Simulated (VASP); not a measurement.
Runs of VASP 6.6.1 on Zr. The structure is that of space group P6_3/mmc (No. 194), or close to it. The cells are those of the table. 

```csv
task,level,cell,k mesh,cutoff (eV),gap on the mesh (eV),pressure (GPa),relaxed volume (Å³/atom)
relaxation of cell and atoms,PBE,"relaxed from a = 3.232, b = 3.232, c = 5.147 Å, angles 90.0, 90.0, 120.0°, 2 atoms",12 × 12 × 4,600,none,0.0,(a)
single point,PBE,"a = 3.247, b = 3.247, c = 5.150 Å, angles 90.0, 90.0, 120.0°, 2 atoms",12 × 12 × 6,520,none,-0.3,-
relaxation of cell and atoms,r2SCAN,"relaxed from a = 3.239, b = 3.239, c = 5.157 Å, angles 90.0, 90.0, 120.0°, 2 atoms",12 × 12 × 4,600,none,0.0,23.50
single point,r2SCAN,"a = 3.247, b = 3.247, c = 5.150 Å, angles 90.0, 90.0, 120.0°, 2 atoms",12 × 12 × 6,520,none,0.0,-
single point,PBE,"a = 3.239, b = 3.239, c = 5.157 Å, angles 90.0, 90.0, 120.0°, 2 atoms",12 × 12 × 4,520,none,0.0,-
```

Alike in all rows: potentials or basis VASP PAW PBE potentials, release 64 (Zr_sv); no spin polarisation; smearing fermi-dirac 0.02 eV.

Question: Fill in the values left out.

Answer: (a) 23.43.

Caveats: the PAW data sets were made with another functional, which shifts forces and pressure a little (at least some runs).

A k mesh can miss the band edges, and the runs leave out spin-orbit coupling on Zr.

A gap of «none» marks levels without a gap at the run's occupations.
